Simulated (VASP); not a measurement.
Runs of VASP 6.6.1 on Al4P. The structure is that of space group I4/mmm (No. 139), or close to it. The cells are those of the table. 

| task | cell | k mesh | cutoff (eV) | gap on the mesh (eV) | pressure (GPa) | largest force (eV/Å) |
| --- | --- | --- | --- | --- | --- | --- |
| single point | a = 7.484 Å, angles 152.3, 152.3, 39.6°, 5 atoms | 14 × 14 × 14 | 520 | none | 0.0 | - |
| single point | a = 5.885 Å, angles 137.9, 137.9, 61.0°, 5 atoms | 6 × 6 × 6 | 520 | none | 7.3 | (a) |
| single point | a = 7.127 Å, angles 150.0, 150.0, 43.0°, 5 atoms | 6 × 6 × 6 | 520 | none | 0.0 | 0.04 |
| relaxation of cell and atoms | relaxed from a = 5.885 Å, angles 137.9, 137.9, 61.0°, 5 atoms | 6 × 6 × 6 | 600 | none | 0.0 | 0.01 |

Alike in all rows: level PBE; potentials or basis VASP PAW PBE potentials, release 64 (Al, P); no spin polarisation; smearing gaussian 0.1 eV.

**Question.** Fill in the values left out.

**Answer.** (a) 1.17.

Caveats: some runs use coarse meshes; forces of over 1 eV/Å act on the atoms, so gaps and moduli don't describe the material at rest (some runs).

A gap of «none» marks levels without a gap at the run's occupations.
